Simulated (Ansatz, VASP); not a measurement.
## One calculation of ZnO, two programs

Contents of POSCAR:

```
ZnO
1.0
    3.2300980000      0.0000000000      0.0000000000
   -1.6150490000      2.7973470000      0.0000000000
    0.0000000000      0.0000000000      5.2137560000
Zn O
2 2
Direct
    0.3333330000      0.6666670000      0.0004860000
    0.6666670000      0.3333330000      0.5004860000
    0.3333330000      0.6666670000      0.3795140000
    0.6666670000      0.3333330000      0.8795140000
```

The input INCAR.step1:

```
SYSTEM = ZnO
PREC = Accurate ; ENCUT = 520
EDIFF = 1E-5 ; ISMEAR = 0
SIGMA = 0.01 ; LREAL = .False.
LASPH = .True. ; NELM = 60
ALGO = Normal ; ISIF = 2
LWAVE = .True. ; LCHARG = .False.
NBANDS = 26 ; GGA = PE
```

File INCAR.step2:

```
SYSTEM = ZnO
PREC = Accurate ; ENCUT = 520
EDIFF = 1E-6 ; ISMEAR = 0
SIGMA = 0.01 ; LREAL = .False.
LASPH = .True. ; NELM = 60
ALGO = Normal ; ISIF = 2
LWAVE = .False. ; LCHARG = .False.
GGA = PE ; LHFCALC = .True.
AEXX = 0.25 ; PRECFOCK = Normal
NBANDS = 26 ; ISTART = 1
```

KPOINTS

```
regular mesh
0
Gamma
  4 4 3
  0 0 0
```

Input for Ansatz:

```yaml
crystal:
  lattice:
    - [3.230098, 0.0, 0.0]
    - [-1.615049, 2.797347, 0.0]
    - [0.0, 0.0, 5.213756]
  atoms:
    - { symbol: Zn, position: [0.333333, 0.666667, 0.000486] }
    - { symbol: Zn, position: [0.666667, 0.333333, 0.500486] }
    - { symbol: O, position: [0.333333, 0.666667, 0.379514] }
    - { symbol: O, position: [0.666667, 0.333333, 0.879514] }
scf:
  occupations: { method: fixed }
  n_extra_bands: 4
output:
  write_density: true
  write_potential: true
  elf: true
  volumetric_format: npy
kpoints:
  mp_grid: { grid: [4, 4, 3] }
hamiltonian:
  xc: pbe0
```

Alike in both runs: task single point; functional PBE0; k mesh 4 × 4 × 3; no spin polarisation.

```csv
,VASP,Ansatz
version,VASP 6.6.1,Ansatz 0.2.0
potentials or method,"VASP PAW PBE potentials, release 64 (Zn, O)","scalar-relativistic, plane waves, PAW"
plane-wave cutoff (eV),520,420
occupations,"gaussian, width 0.01 eV",fixed
valence electrons in the cell,36,36
```

```csv
,VASP,Ansatz,Ansatz less VASP
gap on the k mesh at the Fermi level (eV),3.25,3.26,+0.008
least direct gap on the mesh (eV),3.25,3.26,+0.008
```

Ansatz's warnings: structure snapped to symmetry.

The k mesh is coarse, so the values compare programs but aren't converged.
